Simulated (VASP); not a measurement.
A run of VASP 6.6.1:

The input INCAR:

```
SYSTEM = HfC
PREC = Accurate
ENCUT = 600
EDIFF = 1E-6
ISMEAR = -1
SIGMA = 0.05
LREAL = .FALSE.
LASPH = .TRUE.
NELM = 60
ALGO = Normal
ISIF = 3
LWAVE = .FALSE.
LCHARG = .FALSE.
GGA = B5
ALDAX = 1.0
AGGAX = 1.0
AGGAC = 1.0
ALDAC = 0.0
IVDW = 12
VDW_S6 = 1.0
VDW_S8 = 2.6996
VDW_A1 = 0.4298
VDW_A2 = 4.2359
IBRION = 2
NSW = 60
EDIFFG = -0.01
```

File KPOINTS:

```
Automatic mesh
0
G
  10 10 10
  0 0 0
```

POSCAR

```
HfC
1.0
    0.0000000000      2.3250000000      2.3250000000
    2.3250000000      0.0000000000      2.3250000000
    2.3250000000      2.3250000000      0.0000000000
Hf C
1 1
Direct
    0.5000000000      0.5000000000      0.5000000000
    0.0000000000      0.0000000000      0.0000000000
```

Potentials or basis: VASP PAW PBE potentials, release 64 (Hf_pv, C).

Run with:

```bash
$ cat potpaw_PBE.64/Hf_pv/POTCAR potpaw_PBE.64/C/POTCAR > POTCAR
$ mpirun -np 1 vasp_std > vasp.out
```

Hardware: 1 thread of AMD EPYC 9R45 96-Core Processor (Zen 5) (shared host).

Task: How long does it take, and how much memory?

Result: Run time: 44 s on 1 thread of AMD EPYC 9R45 96-Core Processor (Zen 5), with other jobs on the host, peak memory 0.15 GiB. Counts: scf iterations 30, k points 47, ion steps 3.
